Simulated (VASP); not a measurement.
# Si3N4 (P6_3/m) in VASP: further runs

Runs on Si3N4. Level: PBE. Tasks: single point.

Everything below comes from runs of VASP 6.6.1. Logs are shortened: lines on timing, memory, paths and dates and some standing lists are left out, and cuts for length are marked.

## (1) The cell of the first run

Symmetry: P6_3/m, No. 176, hexagonal system. The conventional cell has a = 7.617 Å, b = 7.617 Å, c = 2.826 Å, α = 90.00°, β = 90.00°, γ = 120.00°. Within 2.3 Å of Si (site symmetry m) lie 4 N at 1.71 to 1.73 Å. Within 2.3 Å of N (site symmetry -6) lie 3 Si at 1.72 Å. Within 2.3 Å of N (site symmetry m) lie 3 Si at 1.71 to 1.73 Å.

## (2) Single point, PBE (z stretched by -3 %, then relaxed in part)

INCAR reads:

```
SYSTEM = Si3N4
PREC = Accurate ; ENCUT = 520
EDIFF = 1E-6 ; ISMEAR = -1
SIGMA = 0.02 ; LREAL = .FALSE.
LASPH = .TRUE. ; NELM = 60
ALGO = Normal ; ISIF = 2
LWAVE = .FALSE. ; LCHARG = .FALSE.
GGA = PE ; NBANDS = 45
```

KPOINTS reads:

```
Automatic mesh
0
G
  4 4 9
  0 0 0
```

POSCAR reads:

```
Si3N4
1.0
    7.6170000000      0.0000000000      0.0000000000
   -3.8085000000      6.5965155006      0.0000000000
    0.0000000000      0.0000000000      2.8259980000
Si N
6 8
Direct
    0.1736875240      0.7662003335      0.2500000000
    0.4074871905      0.1736875240      0.7500000000
    0.2337996665      0.4074871905      0.2500000000
    0.8263124760      0.2337996665      0.7500000000
    0.5925128095      0.8263124760      0.2500000000
    0.7662003335      0.5925128095      0.7500000000
    0.3333333333      0.6666666667      0.2500000000
    0.6666666667      0.3333333333      0.7500000000
    0.3294354810      0.0266105230      0.2500000000
    0.3028249580      0.3294354810      0.7500000000
    0.9733894770      0.3028249580      0.2500000000
    0.6705645190      0.9733894770      0.7500000000
    0.6971750420      0.6705645190      0.2500000000
    0.0266105230      0.6971750420      0.7500000000
```

Potentials or basis: VASP PAW PBE potentials, release 64 (Si, N).

Run with:

```bash
$ cat potpaw_PBE.64/Si/POTCAR potpaw_PBE.64/N/POTCAR > POTCAR
$ mpirun -np 1 vasp_std > vasp.out
```

OUTCAR:

```text
SYSTEM = Si3N4
   PREC = Accurate
   ENCUT = 520
   EDIFF = 1E-6
   ISMEAR = -1
   LREAL = .FALSE.
   LASPH = .TRUE.
   NELM = 60
   ISIF = 2
   GGA = PE

 ion  position               nearest neighbor table
   1  0.174  0.766  0.250-  14 1.71  14 1.71   7 1.72   9 1.73   3 2.99   5 2.99   2 3.05   2 3.05
                             6 3.05   6 3.05
   2  0.407  0.174  0.750-   9 1.71   9 1.71   8 1.72  10 1.73   6 2.99   4 2.99   1 3.05   1 3.05
                             3 3.05   3 3.05
   3  0.234  0.407  0.250-  10 1.71  10 1.71   7 1.72  11 1.73   5 2.99   1 2.99   2 3.05   2 3.05
                             4 3.05   4 3.05
   4  0.826  0.234  0.750-  11 1.71  11 1.71   8 1.72  12 1.73   6 2.99   2 2.99   5 3.05   5 3.05
                             3 3.05   3 3.05
   5  0.593  0.826  0.250-  12 1.71  12 1.71   7 1.72  13 1.73   3 2.99   1 2.99   4 3.05   4 3.05
                             6 3.05   6 3.05
   6  0.766  0.593  0.750-  13 1.71  13 1.71   8 1.72  14 1.73   2 2.99   4 2.99   5 3.05   5 3.05
                             1 3.05   1 3.05
   7  0.333  0.667  0.250-   1 1.72   5 1.72   3 1.72
   8  0.667  0.333  0.750-   4 1.72   2 1.72   6 1.72
   9  0.329  0.027  0.250-   2 1.71   2 1.71   1 1.73
  10  0.303  0.329  0.750-   3 1.71   3 1.71   2 1.73
  11  0.973  0.303  0.250-   4 1.71   4 1.71   3 1.73
  12  0.671  0.973  0.750-   5 1.71   5 1.71   4 1.73
  13  0.697  0.671  0.250-   6 1.71   6 1.71   5 1.73
  14  0.027  0.697  0.750-   1 1.71   1 1.71   6 1.73

  LATTYP: Found a hexagonal cell.
 ALAT       =     7.6170000000
 C/A-ratio  =     0.3710119470

  Lattice vectors:

 A1 = (   7.6170000000,   0.0000000000,   0.0000000000)
 A2 = (  -3.8085000000,   6.5965155006,   0.0000000000)
 A3 = (   0.0000000000,   0.0000000000,   2.8259980000)

Analysis of symmetry for initial positions (statically):
=====================================================================
 Subroutine PRICEL returns:
 Original cell was already a primitive cell.

 Routine SETGRP: Setting up the symmetry group for a
 hexagonal supercell.

 Subroutine GETGRP returns: Found 12 space group operations
 (whereof  6 operations were pure point group operations)
 out of a pool of 24 trial point group operations.

The static configuration has the point symmetry S_6 .
 The point group associated with its full space group is C_6h.

Analysis of symmetry for dynamics (positions and initial velocities):
=====================================================================
 Subroutine PRICEL returns:
 Original cell was already a primitive cell.

 Routine SETGRP: Setting up the symmetry group for a
 hexagonal supercell.

 Subroutine GETGRP returns: Found 12 space group operations
 (whereof  6 operations were pure point group operations)
 out of a pool of 24 trial point group operations.

The dynamic configuration has the point symmetry S_6 .
 The point group associated with its full space group is C_6h.

 Subroutine INISYM returns: Found 12 space group operations
 (whereof  6 operations are pure point group operations),
 and found     1 'primitive' translations

----------------------------------------------------------------------------------------

                                     Primitive cell

  volume of cell :     141.9941

  direct lattice vectors                    reciprocal lattice vectors
     7.617000000  0.000000000  0.000000000     0.131285283  0.075797593  0.000000000
    -3.808500000  6.596515501  0.000000000     0.000000000  0.151595187  0.000000000
     0.000000000  0.000000000  2.825998000     0.000000000  0.000000000  0.353857292

  length of vectors
     7.617000000  7.617000000  2.825998000     0.151595187  0.151595187  0.353857292

  position of ions in fractional coordinates (direct lattice)
     0.173687524  0.766200334  0.250000000
     0.407487190  0.173687524  0.750000000
     0.233799666  0.407487190  0.250000000
     0.826312476  0.233799666  0.750000000
     0.592512810  0.826312476  0.250000000
     0.766200334  0.592512810  0.750000000
     0.333333333  0.666666667  0.250000000
     0.666666667  0.333333333  0.750000000
     0.329435481  0.026610523  0.250000000
     0.302824958  0.329435481  0.750000000
     0.973389477  0.302824958  0.250000000
     0.670564519  0.973389477  0.750000000
     0.697175042  0.670564519  0.250000000
     0.026610523  0.697175042  0.750000000

  ion indices of the primitive-cell ions
   primitive index   ion index
                 1           1
                 2           2
                 3           3
                 4           4
                 5           5
                 6           6
                 7           7
                 8           8
                 9           9
                10          10
                11          11
                12          12
                13          13
                14          14

----------------------------------------------------------------------------------------

 KPOINTS: Automatic mesh

Automatic generation of k-mesh.
 Grid dimensions read from file:
 generate k-points for:    4    4    9

 Generating k-lattice:

  Cartesian coordinates                     Fractional coordinates (reciprocal lattice)
     0.032821321  0.018949398  0.000000000     0.250000000  0.000000000  0.000000000
     0.000000000  0.037898797  0.000000000     0.000000000  0.250000000  0.000000000
     0.000000000  0.000000000  0.039317477     0.000000000  0.000000000  0.111111111

  Length of vectors
     0.037898797  0.037898797  0.039317477

  Shift w.r.t. Gamma in fractional coordinates (k-lattice)
     0.000000000  0.000000000  0.000000000

 Subroutine IBZKPT returns following result:
 ===========================================

 Found     20 irreducible k-points:

 Following reciprocal coordinates:
            Coordinates               Weight
  0.000000  0.000000  0.000000      1.000000
  0.250000  0.000000  0.000000      6.000000
  0.500000  0.000000  0.000000      3.000000
  0.250000  0.250000  0.000000      6.000000
  0.000000  0.000000  0.111111      2.000000
  0.250000  0.000000  0.111111     12.000000
[... 12 lines left out ...]
  0.500000  0.000000  0.444444      6.000000
  0.250000  0.250000  0.444444     12.000000
   k-points           NKPTS =     20   k-points in BZ     NKDIM =     20   number of bands    NBANDS=     45
   number of dos      NEDOS =    301   number of ions     NIONS =     14
   total plane-waves  NPLWV =  86400
   dimension x,y,z NGX =    60 NGY =   60 NGZ =   24
   dimension x,y,z NGXF=   120 NGYF=  120 NGZF=   48
   ions per type =               6   8
   NGX,Y,Z   is equivalent  to a cutoff of  13.10, 13.10, 14.12 a.u.
   NGXF,Y,Z  is equivalent  to a cutoff of  26.19, 26.19, 28.24 a.u.
 SYSTEM =  Si3N4
   PREC   = accura    normal or accurate (medium, high low for compatibility)
   ISTART =      0    job   : 0-new  1-cont  2-samecut
   ICHARG =      2    charge: 1-file 2-atom 10-const
   ISPIN  =      1    spin polarized calculation?
   LNONCOLLINEAR =      F non collinear calculations
   LSORBIT =      F    spin-orbit coupling
   LASPH  =      T    aspherical Exc in radial PAW
   ENCUT  =  520.0 eV  38.22 Ry    6.18 a.u.  14.16 14.16  5.25*2*pi/ulx,y,z
   NELM   =     60;   NELMIN=  2; NELMDL= -5     # of ELM steps
   EDIFF  = 0.1E-05   stopping-criterion for ELM
   LREAL  =      F    real-space projection
   EDIFFG = 0.1E-04   stopping-criterion for IOM
   NSW    =      0    number of steps for IOM
   IBRION =     -1    ionic relax: 0-MD 1-quasi-New 2-CG
   NFREE  =      0    steps in history (QN), initial steepest desc. (CG)
   ISIF   =      2    stress and relaxation
   ISYM   =      2    0-nonsym 1-usesym 2-fastsym
   POTIM  = 0.5000    time-step for ionic-motion
   TEBEG  =    0.0;   TEEND  =   0.0 temperature during run
   PSTRESS=    0.0 pullay stress
   NELECT =      64.0000    total number of electrons
   NUPDOWN=      -1.0000    fix difference up-down
   EMIN   =  10.00;   EMAX   =-10.00  energy-range for DOS
   EFERMI =   0.00;   METHOD = LEGACY
   ISMEAR =    -1;   SIGMA  =   0.02  broadening in eV -4-tet -1-fermi 0-gaus
   EFERMI_NEDOS =   21; number of points for ismear=-14 and -15
   IALGO  =     38    algorithm
   IMIX   =      4    mixing-type and parameters
     AMIX     =   0.40;   BMIX     =  1.00
     AMIX_MAG =   1.60;   BMIX_MAG =  1.00
  volume/ion in A,a.u.               =      10.14        68.44
  Fermi-wavevector in a.u.,A,eV,Ry     =   1.255195  2.371975 21.436192  1.575516
  Thomas-Fermi vector in A             =   2.388964
   LORBIT       =      0    0 simple, 1 ext, 2 COOP (PROOUT), +10 PAW based schemes
   GGA     = PE    functional components
   LHFCALC =     F    Hartree Fock is set to
   AEXX    =    0.0000 exact exchange contribution
   IVDW    =     0    specifies the selected vdW correction
   LEPSILON=     F    determine dielectric tensor
   LRPA    =     F    only Hartree local field effects (RPA)
 non-spin polarized calculation
  energy-cutoff  :      520.00
  volume of cell :      141.99
 maximum number of plane-waves:      3862
 NGX is ok and might be reduce to    60
   NGX = 29   NGY = 29   NGZ = 11

 number of electron      64.0000005 magnetization

 Free energy of the ion-electron system (eV)
  ---------------------------------------------------
  ext. energy  EPLUGINS =         0.00000000
  ---------------------------------------------------
  free energy    TOTEN  =      -114.18383409 eV

  energy without entropy =     -114.18383409  energy(sigma->0) =     -114.18383409

 E-fermi :   7.4160     XC(G=0): -10.9121

 val. band max:        6.9970587970   @ k =   0.0000   0.0000   0.1111
 cond. band min:      11.5484720176   @ k =   0.0000   0.0000   0.4444
 fundamental gap:      4.5514132206
 Fermi energy:         7.4160434153

 k-point     1 :       0.0000    0.0000    0.0000
  band No.  band energies     occupation
      1     -11.4062      2.00000
      2      -9.9330      2.00000
      3      -9.9330      2.00000
      4      -9.2675      2.00000
      5      -9.1836      2.00000
      6      -9.1836      2.00000
[... 36 lines left out ...]
     43      16.0942      0.00000
     44      16.7379      0.00000

 k-point     2 :       0.2500    0.0000    0.0000
  band No.  band energies     occupation
      1     -11.2712      2.00000
      2     -10.2782      2.00000
      3     -10.0349      2.00000
      4      -9.6200      2.00000
      5      -8.9633      2.00000
      6      -8.5310      2.00000
[... 36 lines left out ...]
     43      15.8578      0.00000
     44      16.5517      0.00000

 k-point     3 :       0.5000    0.0000    0.0000
  band No.  band energies     occupation
      1     -10.9501      2.00000
      2     -10.7845      2.00000
      3     -10.1105      2.00000
      4      -9.6698      2.00000
      5      -8.7221      2.00000
      6      -8.2364      2.00000
[... 788 lines left out ...]
     43      14.4650      0.00000
     44      14.7354      0.00000

 k-point    20 :       0.2500    0.2500    0.4444
  band No.  band energies     occupation
      1      -8.9720      2.00000
      2      -8.7325      2.00000
      3      -8.4351      2.00000
      4      -8.1455      2.00000
      5      -8.0160      2.00000
      6      -7.8775      2.00000
[... 36 lines left out ...]
     43      14.6876      0.00000
     44      14.8158      0.00000
 [bands above 44 left out]

------------------------ aborting loop because EDIFF is reached ----------------------------------------

  FORCE on cell =-STRESS in cart. coord.  units (eV):
  Direction    XX          YY          ZZ          XY          YZ          ZX
  --------------------------------------------------------------------------------------
  -------------------------------------------------------------------------------------
  Total        6.7683572      6.7683572     18.6900233      0.0000000      0.0000000      0.0000000
  in kB       76.3701178     76.3701178    210.8871081      0.0000006      0.0000000      0.0000000
  external PRESSURE =     121.2091146 kB  Pullay stress =       0.0000000 kB

 VOLUME and BASIS-vectors are now :
 -----------------------------------------------------------------------------
  energy-cutoff  :      520.00
  volume of cell :      141.99
      direct lattice vectors                 reciprocal lattice vectors
     7.617000000  0.000000000  0.000000000     0.131285283  0.075797593  0.000000000
    -3.808500000  6.596515501  0.000000000     0.000000000  0.151595187  0.000000000
     0.000000000  0.000000000  2.825998000     0.000000000  0.000000000  0.353857292

 POSITION                                       TOTAL-FORCE (eV/Angst)
 -----------------------------------------------------------------------------------
     -1.59510      5.05425      0.70650        -0.008908      0.010863      0.000000
      2.44234      1.14573      2.11950        -0.013861     -0.002283     -0.000000
      0.22894      2.68800      0.70650        -0.004953     -0.013146     -0.000000
      5.40360      1.54226      2.11950         0.008908     -0.010863     -0.000000
      1.36616      5.45078      0.70650         0.013861      0.002283      0.000000
      3.57956      3.90852      2.11950         0.004953      0.013146     -0.000000
     -0.00000      4.39768      0.70650        -0.000000      0.000000     -0.000000
      3.80850      2.19884      2.11950         0.000000      0.000000      0.000000
      2.40796      0.17554      0.70650         0.002832     -0.005170      0.000000
      1.05196      2.17313      2.11950         0.005894     -0.000132     -0.000000
      6.26100      1.99759      0.70650         0.003061      0.005038     -0.000000
      1.40054      6.42098      2.11950        -0.002832      0.005170     -0.000000
      2.75654      4.42339      0.70650        -0.005894      0.000132      0.000000
     -2.45250      4.59893      2.11950        -0.003061     -0.005038      0.000000
 -----------------------------------------------------------------------------------
    total drift:                               -0.000000      0.000000     -0.000000

  FREE ENERGIE OF THE ION-ELECTRON SYSTEM (eV)
  ---------------------------------------------------
  free  energy   TOTEN  =      -114.1838340852 eV

  energy  without entropy=     -114.1838340852  energy(sigma->0) =     -114.18383409
```

Wall time 2.2 min (1 thread of Intel Xeon 6975P-C, shared host); peak memory 0.31 GiB.

What came out:

| Property | Result |
| --- | --- |
| Free energy | -114.1838 eV |
| Pressure | 12.1 GPa |
| Largest force | 0.014 eV/Å |
| Band gap on the k mesh | 4.55 eV, indirect (least direct gap 4.91 eV) |

Forces on the atoms (eV/Å):
```
Si  -0.009  0.011  0.000
Si  -0.014 -0.002  0.000
Si  -0.005 -0.013  0.000
Si   0.009 -0.011  0.000
Si   0.014  0.002  0.000
Si   0.005  0.013  0.000
N    0.000  0.000  0.000
N    0.000  0.000  0.000
N    0.003 -0.005  0.000
N    0.006  0.000  0.000
N    0.003  0.005  0.000
N   -0.003  0.005  0.000
N   -0.006  0.000  0.000
N   -0.003 -0.005  0.000
```

Stress tensor (GPa, compression positive):
```
 7.64  0.00  0.00
 0.00  7.64  0.00
 0.00  0.00 21.09
```

Caveat: the cell differs from its parent crystal (z stretched by -3 %, then relaxed in part).

[end of part 1 of 2]
